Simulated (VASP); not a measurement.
# Ta2N (P-3m1) in VASP: further runs

Runs on Ta2N. Level: LDA. Tasks: single point, relaxation of cell and atoms.

All numbers are computed with VASP 6.6.1; they aren't measurements. Logs are shortened: lines on timing, memory, paths and dates and some standing lists are left out, and cuts for length are marked.

## Step 1: The cell of the first run

The structure is trigonal, space group P-3m1 (No. 164). The conventional cell has a = 3.113 Å, b = 3.113 Å, c = 4.870 Å, α = 90.00°, β = 90.00°, γ = 120.00°. Within 3.2 Å of Ta (site symmetry 3m) lie 3 N at 2.18 Å and 12 Ta at 2.99 to 3.11 Å. N (site symmetry -3m) has 6 Ta at 2.18 Å within 2.9 Å.

## Step 2: Single point, LDA

The input, INCAR:

```
SYSTEM = Ta2N
PREC = Accurate
ENCUT = 520
EDIFF = 1E-6
ISMEAR = 0
SIGMA = 0.1
LREAL = .False.
LASPH = .True.
NELM = 80
ALGO = Normal
ISIF = 2
LWAVE = .False.
LCHARG = .False.
GGA = CA
NBANDS = 20
```

The input, KPOINTS:

```
regular mesh
0
Gamma
  6 6 4
  0 0 0
```

The input, POSCAR:

```
Ta2N
1.0
    3.1128615100      0.0000000000      0.0000000000
   -1.5564307500      2.6958171400      0.0000000000
    0.0000000000      0.0000000000      4.8698410000
Ta N
2 1
Direct
    0.6666666700      0.3333333300      0.7452890000
    0.3333333300      0.6666666700      0.2547110000
    0.0000000000      0.0000000000      0.0000000000
```

Potentials or basis: VASP PAW LDA potentials, release 64 (Ta_pv, N).

The run is started by

```bash
> cat potpaw_LDA.64/Ta_pv/POTCAR potpaw_LDA.64/N/POTCAR > POTCAR
> mpirun -np 1 vasp_std > vasp.out
```

OUTCAR:

```text
SYSTEM = Ta2N
   PREC = Accurate
   ENCUT = 520
   EDIFF = 1E-6
   ISMEAR = 0
   LREAL = .False.
   LASPH = .True.
   NELM = 80
   ISIF = 2
   GGA = CA

 ion  position               nearest neighbor table
   1  0.667  0.333  0.745-   3 2.18   3 2.18   3 2.18   2 2.99   2 2.99   2 2.99   2 3.06   2 3.06
                             2 3.06
   2  0.333  0.667  0.255-   3 2.18   3 2.18   3 2.18   1 2.99   1 2.99   1 2.99   1 3.06   1 3.06
                             1 3.06
   3  0.000  0.000  0.000-   1 2.18   2 2.18   2 2.18   1 2.18   1 2.18   2 2.18

  LATTYP: Found a hexagonal cell.
 ALAT       =     3.1128615100
 C/A-ratio  =     1.5644258456

  Lattice vectors:

 A1 = (   3.1128615100,   0.0000000000,   0.0000000000)
 A2 = (  -1.5564307500,   2.6958171400,   0.0000000000)
 A3 = (   0.0000000000,   0.0000000000,   4.8698410000)

Analysis of symmetry for initial positions (statically):
=====================================================================
 Subroutine PRICEL returns:
 Original cell was already a primitive cell.

 Routine SETGRP: Setting up the symmetry group for a
 hexagonal supercell.

 Subroutine GETGRP returns: Found 12 space group operations
 (whereof 12 operations were pure point group operations)
 out of a pool of 24 trial point group operations.

The static configuration has the point symmetry D_3d.

Analysis of symmetry for dynamics (positions and initial velocities):
=====================================================================
 Subroutine PRICEL returns:
 Original cell was already a primitive cell.

 Routine SETGRP: Setting up the symmetry group for a
 hexagonal supercell.

 Subroutine GETGRP returns: Found 12 space group operations
 (whereof 12 operations were pure point group operations)
 out of a pool of 24 trial point group operations.

The dynamic configuration has the point symmetry D_3d.

 Subroutine INISYM returns: Found 12 space group operations
 (whereof 12 operations are pure point group operations),
 and found     1 'primitive' translations

----------------------------------------------------------------------------------------

                                     Primitive cell

  volume of cell :      40.8663

  direct lattice vectors                    reciprocal lattice vectors
     3.112861510  0.000000000  0.000000000     0.321247828  0.185472520  0.000000000
    -1.556430750  2.695817140  0.000000000     0.000000000  0.370945041  0.000000000
     0.000000000  0.000000000  4.869841000     0.000000000  0.000000000  0.205345513

  length of vectors
     3.112861510  3.112861502  4.869841000     0.370945040  0.370945041  0.205345513

  position of ions in fractional coordinates (direct lattice)
     0.666666670  0.333333330  0.745289000
     0.333333330  0.666666670  0.254711000
     0.000000000  0.000000000  0.000000000

  ion indices of the primitive-cell ions
   primitive index   ion index
                 1           1
                 2           2
                 3           3

----------------------------------------------------------------------------------------

 KPOINTS: regular mesh

Automatic generation of k-mesh.
 Grid dimensions read from file:
 generate k-points for:    6    6    4

 Generating k-lattice:

  Cartesian coordinates                     Fractional coordinates (reciprocal lattice)
     0.053541305  0.030912087  0.000000000     0.166666667  0.000000000  0.000000000
     0.000000000  0.061824174  0.000000000     0.000000000  0.166666667  0.000000000
     0.000000000  0.000000000  0.051336378     0.000000000  0.000000000  0.250000000

  Length of vectors
     0.061824173  0.061824174  0.051336378

  Shift w.r.t. Gamma in fractional coordinates (k-lattice)
     0.000000000  0.000000000  0.000000000

 Subroutine IBZKPT returns following result:
 ===========================================

 Found     24 irreducible k-points:

 Following reciprocal coordinates:
            Coordinates               Weight
  0.000000  0.000000  0.000000      1.000000
  0.166667  0.000000  0.000000      6.000000
  0.333333  0.000000  0.000000      6.000000
  0.500000  0.000000  0.000000      3.000000
  0.166667  0.166667  0.000000      6.000000
  0.333333  0.166667  0.000000     12.000000
[... 16 lines left out ...]
  0.333333  0.166667  0.500000     12.000000
  0.333333  0.333333  0.500000      2.000000
   k-points           NKPTS =     24   k-points in BZ     NKDIM =     24   number of bands    NBANDS=     20
   number of dos      NEDOS =    301   number of ions     NIONS =      3
   total plane-waves  NPLWV =  20736
   dimension x,y,z NGX =    24 NGY =   24 NGZ =   36
   dimension x,y,z NGXF=    48 NGYF=   48 NGZF=   72
   ions per type =               2   1
   NGX,Y,Z   is equivalent  to a cutoff of  12.82, 12.82, 12.29 a.u.
   NGXF,Y,Z  is equivalent  to a cutoff of  25.63, 25.63, 24.58 a.u.
 SYSTEM =  Ta2N
   PREC   = accura    normal or accurate (medium, high low for compatibility)
[... 38 lines left out ...]
 NGX is ok and might be reduce to    24
   NGX = 11   NGY = 11   NGZ = 19

 number of electron      26.9999998 magnetization

 Free energy of the ion-electron system (eV)
  ---------------------------------------------------
  ext. energy  EPLUGINS =         0.00000000
  ---------------------------------------------------
  free energy    TOTEN  =       -37.56914633 eV

  energy without entropy =      -37.56360902  energy(sigma->0) =      -37.56637768

 E-fermi :   7.3930     XC(G=0): -13.0470

 val. band max:        7.3871439268   @ k =   0.1667   0.0000   0.2500
 cond. band min:       7.4645770837   @ k =   0.0000   0.3333   0.2500
 fundamental gap:      0.0774331569
 Fermi energy:         7.3929802147

 k-point     1 :       0.0000    0.0000    0.0000
  band No.  band energies     occupation
      1     -28.1711      2.00000
      2     -27.4398      2.00000
      3     -27.4398      2.00000
      4     -27.3119      2.00000
      5     -27.3119      2.00000
      6     -27.1972      2.00000
[... 12 lines left out ...]
     19       8.4540      0.00000
     20      12.4084      0.00000

 k-point     2 :       0.1667    0.0000    0.0000
  band No.  band energies     occupation
      1     -28.0908      2.00000
      2     -27.5960      2.00000
      3     -27.4942      2.00000
      4     -27.4642      2.00000
      5     -27.3262      2.00000
      6     -27.2305      2.00000
[... 12 lines left out ...]
     19      10.2723      0.00000
     20      12.0685      0.00000

 k-point     3 :       0.3333    0.0000    0.0000
  band No.  band energies     occupation
      1     -27.9345      2.00000
      2     -27.8702      2.00000
      3     -27.7402      2.00000
      4     -27.5916      2.00000
      5     -27.3648      2.00000
      6     -27.3334      2.00000
[... 12 lines left out ...]
     19      11.4828      0.00000
     20      12.6578      0.00000

 k-point     4 :       0.5000    0.0000    0.0000
  band No.  band energies     occupation
      1     -28.0712      2.00000
      2     -27.8695      2.00000
      3     -27.7410      2.00000
      4     -27.6371      2.00000
      5     -27.4332      2.00000
      6     -27.3865      2.00000
[... 12 lines left out ...]
     19      11.5627      0.00000
     20      11.6935      0.00000

 k-point     5 :       0.1667    0.1667    0.0000
  band No.  band energies     occupation
      1     -27.9539      2.00000
      2     -27.7569      2.00000
      3     -27.7444      2.00000
      4     -27.5221      2.00000
      5     -27.4050      2.00000
      6     -27.2999      2.00000
[... 12 lines left out ...]
     19      11.8436      0.00000
     20      12.0161      0.00000
[... 353 lines left out ...]
      6     -27.4338      2.00000
[... 12 lines left out ...]
     19      11.6957      0.00000
     20      13.8229      0.00000

 k-point    22 :       0.1667    0.1667    0.5000
  band No.  band energies     occupation
      1     -27.9408      2.00000
      2     -27.8567      2.00000
      3     -27.5354      2.00000
      4     -27.5255      2.00000
      5     -27.4216      2.00000
      6     -27.4069      2.00000
[... 12 lines left out ...]
     19      11.1987      0.00000
     20      11.5727      0.00000

 k-point    23 :       0.3333    0.1667    0.5000
  band No.  band energies     occupation
      1     -28.0576      2.00000
      2     -28.0114      2.00000
      3     -27.6476      2.00000
      4     -27.6387      2.00000
      5     -27.3932      2.00000
      6     -27.3873      2.00000
[... 12 lines left out ...]
     19      11.7695      0.00000
     20      12.9966      0.00000

 k-point    24 :       0.3333    0.3333    0.5000
  band No.  band energies     occupation
      1     -27.9654      2.00000
      2     -27.9654      2.00000
      3     -27.8409      2.00000
      4     -27.7915      2.00000
      5     -27.3646      2.00000
      6     -27.3646      2.00000
[... 12 lines left out ...]
     19      12.7599      0.00000
     20      12.8943      0.00000

------------------------ aborting loop because EDIFF is reached ----------------------------------------

  FORCE on cell =-STRESS in cart. coord.  units (eV):
  Direction    XX          YY          ZZ          XY          YZ          ZX
  --------------------------------------------------------------------------------------
  -------------------------------------------------------------------------------------
  Total       -3.3084562     -3.3084562     -3.4398990     -0.0000000      0.0000000     -0.0000000
  in kB     -129.7092534   -129.7092528   -134.8625161     -0.0000002      0.0000000     -0.0000000
  external PRESSURE =    -131.4270075 kB  Pullay stress =       0.0000000 kB

 VOLUME and BASIS-vectors are now :
 -----------------------------------------------------------------------------
  energy-cutoff  :      520.00
  volume of cell :       40.87
      direct lattice vectors                 reciprocal lattice vectors
     3.112861510  0.000000000  0.000000000     0.321247828  0.185472520  0.000000000
    -1.556430750  2.695817140  0.000000000     0.000000000  0.370945041  0.000000000
     0.000000000  0.000000000  4.869841000     0.000000000  0.000000000  0.205345513

 POSITION                                       TOTAL-FORCE (eV/Angst)
 -----------------------------------------------------------------------------------
      1.55643      0.89861      3.62944         0.000000      0.000000      0.657099
     -0.00000      1.79721      1.24040        -0.000000      0.000000     -0.657099
      0.00000      0.00000      0.00000         0.000000      0.000000      0.000000
 -----------------------------------------------------------------------------------
    total drift:                               -0.000000     -0.000000      0.000000

  FREE ENERGIE OF THE ION-ELECTRON SYSTEM (eV)
  ---------------------------------------------------
  free  energy   TOTEN  =       -37.5691463324 eV

  energy  without entropy=      -37.5636090209  energy(sigma->0) =      -37.56637768
```

Run time: 7.9 s. Hardware: 1 thread of AMD EPYC 9R45 (Zen 5), shared host; peak memory 0.12 GiB.

What came out:

| Property | Result |
| --- | --- |
| Free energy | -37.5691 eV |
| Pressure | -13.1 GPa |
| Largest force | 0.657 eV/Å |
| Band gap on the k mesh | zero (an odd number of electrons rules out a gap without spin polarisation) |

Forces in eV/Å, atoms in the order of the input:
```
Ta   0.000  0.000  0.657
Ta   0.000  0.000 -0.657
N    0.000  0.000  0.000
```

Stress tensor (GPa, compression positive):
```
-12.97   0.00   0.00
  0.00 -12.97   0.00
  0.00   0.00 -13.49
```

Caveat: the k points lie up to 0.39 Å⁻¹ apart, too coarse for converged energies and pressures of a metal; spin-orbit coupling is left out, which moves the levels of the heavy elements.

## Step 3: Relaxation of cell and atoms, LDA

The input, INCAR:

```
SYSTEM = Ta2N
PREC = Accurate ; ENCUT = 600
EDIFF = 1E-7 ; ISMEAR = 0
SIGMA = 0.1 ; LREAL = .FALSE.
LASPH = .TRUE. ; NELM = 80
ALGO = Normal ; ISIF = 3
LWAVE = .FALSE. ; LCHARG = .FALSE.
GGA = CA ; IBRION = 2
NSW = 100 ; EDIFFG = -0.05
```

The input, KPOINTS:

```
Automatic mesh
0
G
  9 9 4
  0 0 0
```

POSCAR is that of step 2.

Potentials or basis: VASP PAW LDA potentials, release 64 (Ta_pv, N).

The run is started by

```bash
> cat potpaw_LDA.64/Ta_pv/POTCAR potpaw_LDA.64/N/POTCAR > POTCAR
> mpirun -np 1 vasp_std > vasp.out
```

Run time: 68 s. Hardware: 1 thread of AMD EPYC 9R45 (Zen 5), shared host; peak memory 0.15 GiB.

It converged, with:

| Property | Result |
| --- | --- |
| Free energy | -37.6524 eV |
| Relaxed volume | 13.02 Å³/atom |
| Relaxed cell | a = 3.070 Å, b = 3.070 Å, c = 4.786 Å, α = 90.00°, β = 90.00°, γ = 120.00° |
| Space group after relaxing (to 0.1 Å) | P-3m1 (No. 164) |
| Energy gained by relaxing | 27.8 meV/atom |
| Ionic steps | 6 |
| Pressure after relaxing | 0.3 GPa |
| Largest force after relaxing | 0.018 eV/Å |
| Band gap on the k mesh | zero (an odd number of electrons rules out a gap without spin polarisation) |

Forces on the atoms (eV/Å):
```
Ta   0.000  0.000  0.018
Ta   0.000  0.000 -0.018
N    0.000  0.000  0.000
```

Stress tensor (GPa, compression positive):
```
 0.42  0.00  0.00
 0.00  0.42  0.00
 0.00  0.00 -0.06
```

The path:
| step | energy change (eV) | largest force (eV/Å) | pressure (GPa) | volume (Å³) |
| --- | --- | --- | --- | --- |
| 1 | 0.0000 | 0.5603 | -13.24 | 40.87 |
| 2 | 0.6001 | 1.5955 | 52.36 | 34.56 |
| 3 | -0.0822 | 0.1533 | -0.53 | 39.12 |
| 4 | -0.0824 | 0.1325 | 0.08 | 39.05 |
| 5 | -0.0824 | 0.1223 | 0.36 | 39.01 |
| 6 | -0.0834 | 0.0178 | 0.26 | 39.07 |

Final structure:
```
Ta N
1.0
     3.07030    0.00000    0.00000
    -1.53515    2.65896    0.00000
     0.00000    0.00000    4.78561
Ta N
2 1
Cartesian
  1.5352 0.8863 3.5784
  0.0000 1.7726 1.2072
  0.0000 0.0000 4.7856
```

Levels at points of the mesh, in eV from the Fermi level:
| k point | band 10 | band 11 | band 12 | band 13 | band 14 | band 15 | band 16 | band 17 |
| --- | --- | --- | --- | --- | --- | --- | --- | --- |
| (0.00, 0.00, 0.00) | -6.34 | -4.70 | -0.65 | -0.26 | -0.26 | 0.26 | 0.26 | 0.43 |
| (0.00, 0.00, 0.50) | -6.53 | -2.77 | -2.57 | -1.20 | -1.20 | 1.94 | 2.27 | 2.38 |

Caveat: spin-orbit coupling is left out, which moves the levels of the heavy elements.

## Step 4: Single point, LDA (11.79 Å³/atom)

This run uses another cell than the first one, of 11.79 Å³/atom.

The input, INCAR:

```
SYSTEM = Ta2N
PREC = Accurate
ENCUT = 520
EDIFF = 1E-6
ISMEAR = 0
SIGMA = 0.1
LREAL = .False.
LASPH = .True.
NELM = 60
ALGO = Normal
ISIF = 2
LWAVE = .False.
LCHARG = .False.
GGA = CA
NBANDS = 20
```

The input, KPOINTS:

```
Automatic mesh
0
Gamma
  15 15 10
  0 0 0
```

The input, POSCAR:

```
Ta2N
1.0
    2.9560895471     -0.0000000027      0.0000000000
   -1.4780447712      2.5600486450      0.0000000000
    0.0000000000      0.0000000000      4.6738557456
Ta N
2 1
Direct
    0.6666666667      0.3333333333      0.7416852982
    0.3333333333      0.6666666667      0.2583147018
    0.0000000000      0.0000000000      0.0000000000
```

The run is started by

```bash
> cat potpaw_LDA.64/Ta_pv/POTCAR potpaw_LDA.64/N/POTCAR > POTCAR
> mpirun -np 1 vasp_std > vasp.out
```

It took 65 s on 1 thread of AMD EPYC 9R45 (Zen 5), shared host; peak memory 0.23 GiB.

It converged, with:

```yaml
Free_energy: -37.2673 eV
Pressure: 37.0 GPa
Largest_force: 0.062 eV/Å
Band_gap_on_the_k_mesh: zero (an odd number of electrons rules out a gap without spin polarisation)
```

Forces in eV/Å, atoms in the order of the input:
```
Ta   0.000  0.000 -0.062
Ta   0.000  0.000  0.062
N    0.000  0.000  0.000
```

Stress tensor (GPa, compression positive):
```
37.10  0.00  0.00
 0.00 37.10  0.00
 0.00  0.00 36.93
```

Levels at points of the mesh, in eV from the Fermi level:
```csv
k point,band 9,band 10,band 11,band 12,band 13,band 14,band 15,band 16,band 17,band 18
"(0.00, 0.00, 0.00)",-6.57,-6.57,-4.66,-0.92,-0.30,-0.30,0.23,0.43,0.43,1.24
"(0.00, 0.00, 0.50)",-6.80,-6.80,-3.43,-2.47,-1.31,-1.31,2.09,2.84,2.84,3.08
```

Caveat: the cell stands under pressure; spin-orbit coupling is left out, which moves the levels of the heavy elements.

## Step 5: Single point, LDA (12.18 Å³/atom)

This run uses another cell than the first one, of 12.18 Å³/atom.

The input, INCAR:

```
SYSTEM = Ta2N
  PREC = Accurate
  ENCUT = 520
  EDIFF = 1E-7
  ISMEAR = 0
  SIGMA = 0.1
  LREAL = .False.
  LASPH = .True.
  NELM = 80
  ALGO = Normal
  ISIF = 2
  LWAVE = .False.
  LCHARG = .False.
  GGA = CA
  NBANDS = 20
```

The input, KPOINTS:

```
regular mesh
0
Gamma
  15 15 10
  0 0 0
```

The input, POSCAR:

```
Ta2N
1.0
    2.9919764215     -0.0000000028      0.0000000000
   -1.4959882084      2.5911275899      0.0000000000
    0.0000000000      0.0000000000      4.7128172950
Ta N
2 1
Direct
    0.6666666667      0.3333333333      0.7432340075
    0.3333333333      0.6666666667      0.2567659925
    0.0000000000      0.0000000000      0.0000000000
```

The run is started by

```bash
> cat potpaw_LDA.64/Ta_pv/POTCAR potpaw_LDA.64/N/POTCAR > POTCAR
> mpirun -np 1 vasp_std > vasp.out
```

Run time: 88 s. Hardware: 1 thread of AMD EPYC 9R45 (Zen 5), shared host; peak memory 0.24 GiB.

Results (log left out):

- Free energy: -37.4853 eV
- Pressure: 23.2 GPa
- Largest force: 0.058 eV/Å
- Band gap on the k mesh: zero (an odd number of electrons rules out a gap without spin polarisation)

Forces on the atoms (eV/Å):
```
Ta   0.000  0.000 -0.058
Ta   0.000  0.000  0.058
N    0.000  0.000  0.000
```

Stress tensor (GPa, compression positive):
```
23.29  0.00  0.00
 0.00 23.29  0.00
 0.00  0.00 23.15
```

Levels at points of the mesh, in eV from the Fermi level:
| k point | band 10 | band 11 | band 12 | band 13 | band 14 | band 15 | band 16 | band 17 |
| --- | --- | --- | --- | --- | --- | --- | --- | --- |
| (0.00, 0.00, 0.00) | -6.48 | -4.69 | -0.84 | -0.29 | -0.29 | 0.29 | 0.36 | 0.36 |
| (0.00, 0.00, 0.50) | -6.70 | -3.24 | -2.51 | -1.27 | -1.27 | 2.03 | 2.68 | 2.68 |

Caveat: the cell stands under pressure; spin-orbit coupling is left out, which moves the levels of the heavy elements.

## Step 6: The runs side by side

```csv
task,cell,k mesh,cutoff (eV),gap on the mesh (eV),pressure (GPa),largest force (eV/Å)
single point,"a = 3.113, b = 3.113, c = 4.870 Å, angles 90.0, 90.0, 120.0°, 3 atoms, atomic positions A",6 × 6 × 4,520,none,-13.1,0.66
relaxation of cell and atoms,"relaxed from a = 3.113, b = 3.113, c = 4.870 Å, angles 90.0, 90.0, 120.0°, 3 atoms, atomic positions A",9 × 9 × 4,600,none,0.3,0.02
single point,"a = 2.956, b = 2.956, c = 4.674 Å, angles 90.0, 90.0, 120.0°, 3 atoms, atomic positions B",15 × 15 × 10,520,none,37.0,0.06
single point,"a = 2.992, b = 2.992, c = 4.713 Å, angles 90.0, 90.0, 120.0°, 3 atoms, atomic positions A",15 × 15 × 10,520,none,23.2,0.06
```

Alike in all rows: level LDA; potentials or basis VASP PAW LDA potentials, release 64 (Ta_pv, N); no spin polarisation; smearing gaussian 0.1 eV.

Caveats: some runs use coarse meshes; spin-orbit coupling is left out, which moves the levels of the heavy elements; the cell stands under pressure (at least some runs).

Absolute energies hang on the potentials; compare differences alone.
